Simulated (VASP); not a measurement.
# PbF2 (Fm-3m) in VASP: further runs

PbF2 is run at these levels: PBE; tasks: single point.

All numbers are computed with VASP 6.6.1; they aren't measurements. Logs are shortened: lines on timing, memory, paths and dates and some standing lists are left out, and cuts for length are marked.

## (1) The cell of the first run

It takes space group Fm-3m (No. 225, cubic). Conventional cell: a = 5.927 Å, b = 5.927 Å, c = 5.927 Å, α = 90.00°, β = 90.00°, γ = 90.00°. Within 3.4 Å of Pb (site symmetry m-3m) lie 8 F at 2.57 Å. Within 3.4 Å of F (site symmetry -43m) lie 4 Pb at 2.57 Å and 6 F at 2.96 Å.

## (2) Single point, PBE

Contents of INCAR:

```
  PREC = Accurate
  ENCUT = 600
  EDIFF = 1E-6
  ISMEAR = 0
  SIGMA = 0.019000000000000003
  LREAL = F
  LASPH = T
  NELM = 120
  ALGO = Normal
  ISIF = 2
  LWAVE = F
  LCHARG = F
  GGA = PE
  NBANDS = 21
  GGA_COMPAT = F
```

Contents of KPOINTS:

```
regular mesh
0
Gamma
  8 8 8
```

Contents of POSCAR:

```
PbF2
1.0
    0.0000000000      2.9636600000      2.9636600000
    2.9636600000      0.0000000000      2.9636600000
    2.9636600000      2.9636600000      0.0000000000
Pb F
1 2
Direct
    0.0000000000      0.0000000000      0.0000000000
    0.7500000000      0.7500000000      0.7500000000
    0.2500000000      0.2500000000      0.2500000000
```

Potentials or basis: VASP PAW PBE potentials, release 64 (Pb_d, F).

Launch:

```bash
cat potpaw_PBE.64/Pb_d/POTCAR potpaw_PBE.64/F/POTCAR > POTCAR
mpirun -np 1 vasp_std > vasp.out
```

OUTCAR:

```text
PREC = Accurate
   ENCUT = 600
   EDIFF = 1E-6
   ISMEAR = 0
   LREAL = F
   LASPH = T
   NELM = 120
   ISIF = 2
   GGA = PE

 ion  position               nearest neighbor table
   1  0.000  0.000  0.000-   2 2.57   2 2.57   2 2.57   3 2.57   3 2.57   3 2.57   3 2.57   2 2.57

   2  0.750  0.750  0.750-   1 2.57   1 2.57   1 2.57   1 2.57
   3  0.250  0.250  0.250-   1 2.57   1 2.57   1 2.57   1 2.57

  LATTYP: Found a face centered cubic cell.
 ALAT       =     5.9273200000

  Lattice vectors:

 A1 = (   0.0000000000,   2.9636600000,   2.9636600000)
 A2 = (   2.9636600000,   0.0000000000,   2.9636600000)
 A3 = (   2.9636600000,   2.9636600000,   0.0000000000)

Analysis of symmetry for initial positions (statically):
=====================================================================
 Subroutine PRICEL returns:
 Original cell was already a primitive cell.

 Routine SETGRP: Setting up the symmetry group for a
 face centered cubic supercell.

 Subroutine GETGRP returns: Found 48 space group operations
 (whereof 48 operations were pure point group operations)
 out of a pool of 48 trial point group operations.

The static configuration has the point symmetry O_h .

Analysis of symmetry for dynamics (positions and initial velocities):
=====================================================================
 Subroutine PRICEL returns:
 Original cell was already a primitive cell.

 Routine SETGRP: Setting up the symmetry group for a
 face centered cubic supercell.

 Subroutine GETGRP returns: Found 48 space group operations
 (whereof 48 operations were pure point group operations)
 out of a pool of 48 trial point group operations.

The dynamic configuration has the point symmetry O_h .

 Subroutine INISYM returns: Found 48 space group operations
 (whereof 48 operations are pure point group operations),
 and found     1 'primitive' translations

----------------------------------------------------------------------------------------

                                     Primitive cell

  volume of cell :      52.0613

  direct lattice vectors                    reciprocal lattice vectors
     0.000000000  2.963660000  2.963660000    -0.168710311  0.168710311  0.168710311
     2.963660000  0.000000000  2.963660000     0.168710311 -0.168710311  0.168710311
     2.963660000  2.963660000  0.000000000     0.168710311  0.168710311 -0.168710311

  length of vectors
     4.191248166  4.191248166  4.191248166     0.292214830  0.292214830  0.292214830

  position of ions in fractional coordinates (direct lattice)
     0.000000000  0.000000000  0.000000000
     0.750000000  0.750000000  0.750000000
     0.250000000  0.250000000  0.250000000

  ion indices of the primitive-cell ions
   primitive index   ion index
                 1           1
                 2           2
                 3           3

----------------------------------------------------------------------------------------

 KPOINTS: regular mesh

Automatic generation of k-mesh.
 Grid dimensions read from file:
 generate k-points for:    8    8    8

 Generating k-lattice:

  Cartesian coordinates                     Fractional coordinates (reciprocal lattice)
    -0.021088789  0.021088789  0.021088789     0.125000000  0.000000000  0.000000000
     0.021088789 -0.021088789  0.021088789     0.000000000  0.125000000  0.000000000
     0.021088789  0.021088789 -0.021088789     0.000000000  0.000000000  0.125000000

  Length of vectors
     0.036526854  0.036526854  0.036526854

  Shift w.r.t. Gamma in fractional coordinates (k-lattice)
     0.000000000  0.000000000  0.000000000

 Subroutine IBZKPT returns following result:
 ===========================================

 Found     29 irreducible k-points:

 Following reciprocal coordinates:
            Coordinates               Weight
  0.000000  0.000000  0.000000      1.000000
  0.125000  0.000000  0.000000      8.000000
  0.250000  0.000000  0.000000      8.000000
  0.375000  0.000000  0.000000      8.000000
  0.500000  0.000000  0.000000      4.000000
  0.125000  0.125000  0.000000      6.000000
[... 16 lines left out ...]
  0.500000  0.250000  0.125000     48.000000
 -0.375000  0.250000  0.125000     24.000000
 [... further k-points ...]
   k-points           NKPTS =     29   k-points in BZ     NKDIM =     29   number of bands    NBANDS=     21
   number of dos      NEDOS =    301   number of ions     NIONS =      3
   total plane-waves  NPLWV =  46656
   dimension x,y,z NGX =    36 NGY =   36 NGZ =   36
   dimension x,y,z NGXF=    72 NGYF=   72 NGZF=   72
   ions per type =               1   2
   NGX,Y,Z   is equivalent  to a cutoff of  14.28, 14.28, 14.28 a.u.
   NGXF,Y,Z  is equivalent  to a cutoff of  28.56, 28.56, 28.56 a.u.
 SYSTEM =  unknown system
   PREC   = accura    normal or accurate (medium, high low for compatibility)
   ISTART =      0    job   : 0-new  1-cont  2-samecut
   ICHARG =      2    charge: 1-file 2-atom 10-const
   ISPIN  =      1    spin polarized calculation?
   LNONCOLLINEAR =      F non collinear calculations
   LSORBIT =      F    spin-orbit coupling
   LASPH  =      T    aspherical Exc in radial PAW
   ENCUT  =  600.0 eV  44.10 Ry    6.64 a.u.   8.37  8.37  8.37*2*pi/ulx,y,z
   NELM   =    120;   NELMIN=  2; NELMDL= -5     # of ELM steps
   EDIFF  = 0.1E-05   stopping-criterion for ELM
   LREAL  =      F    real-space projection
   EDIFFG = 0.1E-04   stopping-criterion for IOM
   NSW    =      0    number of steps for IOM
   IBRION =     -1    ionic relax: 0-MD 1-quasi-New 2-CG
   NFREE  =      0    steps in history (QN), initial steepest desc. (CG)
   ISIF   =      2    stress and relaxation
   ISYM   =      2    0-nonsym 1-usesym 2-fastsym
   POTIM  = 0.5000    time-step for ionic-motion
   TEBEG  =    0.0;   TEEND  =   0.0 temperature during run
   PSTRESS=    0.0 pullay stress
   NELECT =      28.0000    total number of electrons
   NUPDOWN=      -1.0000    fix difference up-down
   EMIN   =  10.00;   EMAX   =-10.00  energy-range for DOS
   EFERMI =   0.00;   METHOD = LEGACY
   ISMEAR =     0;   SIGMA  =   0.02  broadening in eV -4-tet -1-fermi 0-gaus
   EFERMI_NEDOS =   21; number of points for ismear=-14 and -15
   IALGO  =     38    algorithm
   IMIX   =      4    mixing-type and parameters
     AMIX     =   0.40;   BMIX     =  1.00
     AMIX_MAG =   1.60;   BMIX_MAG =  1.00
  volume/ion in A,a.u.               =      17.35       117.11
  Fermi-wavevector in a.u.,A,eV,Ry     =   1.331340  2.515869 24.115883  1.772467
  Thomas-Fermi vector in A             =   2.460359
   LORBIT       =      0    0 simple, 1 ext, 2 COOP (PROOUT), +10 PAW based schemes
   GGA     = PE    functional components
   LHFCALC =     F    Hartree Fock is set to
   AEXX    =    0.0000 exact exchange contribution
   IVDW    =     0    specifies the selected vdW correction
   LEPSILON=     F    determine dielectric tensor
   LRPA    =     F    only Hartree local field effects (RPA)
 non-spin polarized calculation
 Gauss-broadening in eV      SIGMA  =   0.02
  energy-cutoff  :      600.00
  volume of cell :       52.06
 maximum number of plane-waves:      1807
 NGX is ok and might be reduce to    36
   NGX = 17   NGY = 17   NGZ = 17

 number of electron      28.0000008 magnetization

 Free energy of the ion-electron system (eV)
  ---------------------------------------------------
  ext. energy  EPLUGINS =         0.00000000
  ---------------------------------------------------
  free energy    TOTEN  =       -14.33741144 eV

  energy without entropy =      -14.33741144  energy(sigma->0) =      -14.33741144

 E-fermi :   1.9670     XC(G=0):  -9.4061

 val. band max:        1.8876741404   @ k =  -0.2500   0.5000   0.2500
 cond. band min:       6.3047725569   @ k =   0.5000   0.5000   0.0000
 fundamental gap:      4.4170984165
 Fermi energy:         1.9670387316

 k-point     1 :       0.0000    0.0000    0.0000
  band No.  band energies     occupation
      1     -19.2100      2.00000
      2     -18.5908      2.00000
      3     -12.5487      2.00000
      4     -12.5487      2.00000
      5     -12.5487      2.00000
      6     -12.4922      2.00000
[... 13 lines left out ...]
     20      17.0387      0.00000
     21      19.3931      0.00000

 k-point     2 :       0.1250    0.0000    0.0000
  band No.  band energies     occupation
      1     -19.1800      2.00000
      2     -18.6179      2.00000
      3     -12.5425      2.00000
      4     -12.5425      2.00000
      5     -12.5167      2.00000
      6     -12.4921      2.00000
[... 13 lines left out ...]
     20      16.6151      0.00000
     21      18.8029      0.00000

 k-point     3 :       0.2500    0.0000    0.0000
  band No.  band energies     occupation
      1     -19.1011      2.00000
      2     -18.6886      2.00000
      3     -12.5329      2.00000
      4     -12.5329      2.00000
      5     -12.4862      2.00000
      6     -12.4862      2.00000
[... 13 lines left out ...]
     20      16.0459      0.00000
     21      17.5702      0.00000

 k-point     4 :       0.3750    0.0000    0.0000
  band No.  band energies     occupation
      1     -18.9998      2.00000
      2     -18.7793      2.00000
      3     -12.5317      2.00000
      4     -12.5317      2.00000
      5     -12.4719      2.00000
      6     -12.4719      2.00000
[... 13 lines left out ...]
     20      15.7259      0.00000
     21      16.5378      0.00000

 k-point     5 :       0.5000    0.0000    0.0000
  band No.  band energies     occupation
      1     -18.9233      2.00000
      2     -18.8506      2.00000
      3     -12.5327      2.00000
      4     -12.5327      2.00000
      5     -12.4644      2.00000
      6     -12.4644      2.00000
[... 13 lines left out ...]
     20      15.6358      0.00000
     21      16.1371      0.00000
[... 382 lines left out ...]
     20      18.5815      0.00000
     21      19.1929      0.00000

 k-point    22 :       0.3750    0.2500    0.1250
  band No.  band energies     occupation
      1     -19.0456      2.00000
      2     -18.7352      2.00000
      3     -12.5135      2.00000
      4     -12.5093      2.00000
      5     -12.4975      2.00000
      6     -12.4685      2.00000
[... 13 lines left out ...]
     20      17.2148      0.00000
     21      18.0475      0.00000

 k-point    23 :       0.5000    0.2500    0.1250
  band No.  band energies     occupation
      1     -18.9649      2.00000
      2     -18.8050      2.00000
      3     -12.5133      2.00000
      4     -12.5050      2.00000
      5     -12.4801      2.00000
      6     -12.4467      2.00000
[... 13 lines left out ...]
     20      17.7697      0.00000
     21      18.3135      0.00000

 k-point    24 :      -0.3750    0.2500    0.1250
  band No.  band energies     occupation
      1     -18.9007      2.00000
      2     -18.8643      2.00000
      3     -12.5134      2.00000
      4     -12.5065      2.00000
      5     -12.4683      2.00000
      6     -12.4379      2.00000
[... 13 lines left out ...]
     20      17.9781      0.00000
     21      18.4398      0.00000

 [... further k-points ...]

------------------------ aborting loop because EDIFF is reached ----------------------------------------

  FORCE on cell =-STRESS in cart. coord.  units (eV):
  Direction    XX          YY          ZZ          XY          YZ          ZX
  --------------------------------------------------------------------------------------
  -------------------------------------------------------------------------------------
  Total        0.7913342      0.7913342      0.7913342      0.0000000     -0.0000000      0.0000000
  in kB       24.3531644     24.3531644     24.3531644      0.0000000     -0.0000000      0.0000000
  external PRESSURE =      24.3531644 kB  Pullay stress =       0.0000000 kB

 VOLUME and BASIS-vectors are now :
 -----------------------------------------------------------------------------
  energy-cutoff  :      600.00
  volume of cell :       52.06
      direct lattice vectors                 reciprocal lattice vectors
     0.000000000  2.963660000  2.963660000    -0.168710311  0.168710311  0.168710311
     2.963660000  0.000000000  2.963660000     0.168710311 -0.168710311  0.168710311
     2.963660000  2.963660000  0.000000000     0.168710311  0.168710311 -0.168710311

 POSITION                                       TOTAL-FORCE (eV/Angst)
 -----------------------------------------------------------------------------------
      0.00000      0.00000      0.00000         0.000000      0.000000     -0.000000
      4.44549      4.44549      4.44549         0.000000      0.000000      0.000000
      1.48183      1.48183      1.48183        -0.000000     -0.000000     -0.000000
 -----------------------------------------------------------------------------------
    total drift:                                0.000000      0.000000      0.000000

  FREE ENERGIE OF THE ION-ELECTRON SYSTEM (eV)
  ---------------------------------------------------
  free  energy   TOTEN  =       -14.3374114401 eV

  energy  without entropy=      -14.3374114401  energy(sigma->0) =      -14.33741144
```

Run time: 98 s. Hardware: 1 thread of Oxide Virtual Turin-like, shared host; peak memory 0.19 GiB.

What came out:

* Free energy: -14.3374 eV
* Pressure: 2.4 GPa
* Band gap on the k mesh: 4.42 eV (least direct gap 4.56 eV)

Caveat: spin-orbit coupling is left out, which moves the levels of the heavy elements. PBE gaps usually lie below the measured ones, often by a third to a half.

(Continued in part 2 of 2.)
